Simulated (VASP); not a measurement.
Set up this calculation in VASP 6.6.1, as the native input.

* Task: single point
* Functional: PBE
* Potentials or basis: VASP PAW PBE potentials, release 64 (Si, C)
* Cutoff: 520 eV
* k mesh: 10 × 10 × 10
* Occupations: gaussian, width 0.05 eV
* Spin: no spin polarisation
* Dipole correction: no
* Further INCAR settings: ALGO = Normal; EDIFF = 1e-06; NBANDS = 11

The structure of SiC lies in POSCAR:

```
SiC
1.0
    0.0000000000      2.3130439479      2.3130439479
    2.1898640927      0.1231798552      2.1898640927
    2.1898640927      2.1898640927      0.1231798552
Si C
1 1
Direct
    0.0000000000      0.0000000000      0.0000000000
    0.7500000000      0.7500000000      0.7500000000
```

This cell differs from its parent crystal: strain +0.1125 x Voigt [0, 0, 0, 1, 0, 0].

The input as run:

INCAR

```
ALGO = Normal ; EDIFF = 1E-6
ENCUT = 520 ; GGA = PE
ISIF = 2 ; ISMEAR = 0
LASPH = T ; LCHARG = T
LELF = T ; LREAL = F
LVHAR = T ; LWAVE = F
NBANDS = 11 ; NELM = 100
PREC = Accurate ; SIGMA = 0.05
```

KPOINTS

```
k-points
0
Gamma
  10 10 10
```

Potentials or basis: VASP PAW PBE potentials, release 64 (Si, C).

Run with:

```console
$ cat potpaw_PBE.64/Si/POTCAR potpaw_PBE.64/C/POTCAR > POTCAR
$ mpirun -np 1 vasp_std > vasp.out
```

It gave:

```yaml
Pressure: 3.5 GPa
Largest_force: 0.890 eV/Å
Band_gap_on_the_k_mesh: 0.61 eV, indirect (least direct gap 3.20 eV)
```

Caveat: the cell differs from its parent crystal (strain +0.1125 x Voigt [0, 0, 0, 1, 0, 0]).

Wall time 15 s on 1 thread of Intel(R) Xeon(R) Platinum 8488C (Sapphire Rapids), with other jobs on the host, peak memory 0.13 GiB.
